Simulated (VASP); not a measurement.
Crystal: Sn2Bi2Te.

```
Sn Bi Te
1.0
     4.61509    0.00000    0.00000
    -2.30755    3.99679    0.00000
     0.00000    0.00000    9.51358
Sn Bi Te
2 2 1
Direct
  0.33333 0.66667 0.07935
  0.66667 0.33333 0.07935
  0.33333 0.66667 0.47389
  0.66667 0.33333 0.47389
  0.00000 0.00000 0.29692
```

The cell was built from a structure type or drawn by symmetry, and may not be a known phase.

| Quantity | Value |
| --- | --- |
| Program | VASP 6.6.1 |
| Task | relaxation of cell and atoms |
| Functional | PBE |
| Potentials or basis | VASP PAW PBE potentials, release 64 (Sn_d, Bi_d, Te) |
| Cutoff | 600 eV |
| k mesh | 6 × 6 × 2 |
| Occupations | gaussian, width 0.1 eV |
| Spin | no spin polarisation |

At the start: pressure 19.0 GPa; volume 35.10 Å³/atom.

Q: Where does the relaxation end?

A: Over 22 steps the energy falls by 889.5 meV/atom and the volume is 42.30 Å³/atom (+20.5 %); space group P6mm (No. 183, to 0.1 Å) before and after.

The path:
```
step  energy change (eV)  largest force (eV/Å)  pressure (GPa)  volume (Å³)
   1              0.0000                1.7205           19.02       175.48
   2             -2.0071                0.7327           -4.52       300.80
   3             -3.3007                0.5490           -0.54       235.79
   4             -3.3003                0.5603           -0.38       234.48
   5             -3.4029                0.5584           -0.38       230.80
   6             -3.8254                0.5657           -0.31       219.24
   7             -4.1590                1.1934            3.01       193.79
   8             -4.1904                0.4597            0.47       207.91
   9             -4.3054                0.3465            1.38       200.97
  10             -4.3386                0.3960            0.11       207.65
  11             -4.3486                0.3775            0.48       205.48
  12             -4.3660                0.3526           -0.24       209.25
  13             -4.3661                0.3502           -0.28       209.52
  14             -4.3764                0.3266           -0.14       208.74
  15             -4.3906                0.2709            0.24       206.91
  16             -4.3923                0.2430            0.45       206.01
  17             -4.3974                0.2353            0.45       206.18
  18             -4.4112                0.2001            0.43       206.69
  19             -4.4321                0.1210            0.39       207.71
  20             -4.4439                0.1085            0.36       209.76
  21             -4.4449                0.0730            0.39       209.31
  22             -4.4477                0.0026            0.03       211.50
```

Final structure:
```xyz
5
Lattice="5.5590 0.0000 0.0000 -2.7795 4.8142 0.0000 0.0000 0.0000 7.9030" Properties=species:S:1:pos:R:3 pbc="T T T"
Sn    0.0000    3.2095    0.8218
Sn    2.7795    1.6047    0.8218
Bi    0.0000    3.2095    3.8446
Bi    2.7795    1.6047    3.8446
Te    0.0000    0.0000    1.7584
```

Caveat: the volume moved by over 15 % at a fixed basis, so the end points are rough.
